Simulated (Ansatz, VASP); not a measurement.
**Nb3Cr: VASP beside Ansatz**

```
Nb Cr
1.0
     0.00000    3.21889    3.21889
     3.21889    0.00000    3.21889
     3.21889    3.21889    0.00000
Nb Cr
3 1
Direct
  0.75000 0.75000 0.75000
  0.25000 0.25000 0.25000
  0.50000 0.50000 0.50000
  0.00000 0.00000 0.00000
```

Alike in both runs: task relaxation of cell and atoms; functional PBE; k mesh 12 × 12 × 12; occupations gaussian, width 0.1 eV; no spin polarisation.

```csv
,VASP,Ansatz
version,VASP 6.6.1,Ansatz 0.2.0
potentials or method,"VASP PAW PBE potentials, release 64 (Nb_sv, Cr_pv), cutoff 600 eV","scalar-relativistic, plane waves, PAW"
valence electrons in the cell,51,53
```

|  | VASP | Ansatz | Ansatz less VASP |
| --- | --- | --- | --- |
| gap on the k mesh at the Fermi level, each at its own relaxed structure (eV) | none | none | - |
| relaxed volume (Å³/atom) | 16.45 | 16.47 | +0.027 |
| relaxed length of the cell vector where the two differ most in proportion (Å) | 4.531 | 4.534 | +0.0025 |

A gap of «none» marks a metal or a gap that the smearing closes. VASP's potentials hold 51 valence electrons a cell and Ansatz's 53, so a difference there can come from the potentials and not from the codes.
